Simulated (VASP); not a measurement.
Crystal: AlNi.

```xyz
2
Lattice="2.8810 0.0000 0.0000 0.0000 2.8810 0.0000 0.0000 0.0000 2.8810" Properties=species:S:1:pos:R:3 pbc="T T T"
Ni    1.4405    1.4405    1.4405
Al    0.0000    0.0000    0.0000
```

| Property | Result |
| --- | --- |
| Program | VASP 6.6.1 |
| Task | relaxation of cell and atoms |
| Functional | RPBE |
| Potentials or basis | VASP PAW PBE potentials, release 64 (Ni, Al) |
| Cutoff | 600 eV |
| k mesh | 9 × 9 × 9 |
| Occupations | fermi-dirac, width 0.05 eV |
| Spin | collinear spin, ferromagnetic start |
| Starting moments | [1.0, 0.0] μB |

At the start: pressure 5.7 GPa; volume 11.96 Å³/atom.

How do energy, volume and symmetry change on relaxing?

Over 3 steps the energy falls by 7.4 meV/atom and the volume is 12.39 Å³/atom (+3.6 %); space group Pm-3m (No. 221, to 0.1 Å) before and after; moment 0.00 μB per cell.

The path:
| step | energy change (eV) | largest force (eV/Å) | pressure (GPa) | volume (Å³) |
| --- | --- | --- | --- | --- |
| 1 | 0.0000 | 0.0000 | 5.70 | 23.91 |
| 2 | -0.0073 | 0.0000 | -3.63 | 25.41 |
| 3 | -0.0147 | 0.0000 | 0.00 | 24.77 |

Final structure:
```xyz
2
Lattice="2.9151 0.0000 0.0000 0.0000 2.9151 0.0000 0.0000 0.0000 2.9151" Properties=species:S:1:pos:R:3 pbc="T T T"
Ni    1.4575    1.4575    1.4575
Al    0.0000    0.0000    0.0000
```

Caveat: the PAW data sets were made with another functional, which shifts forces and pressure a little.
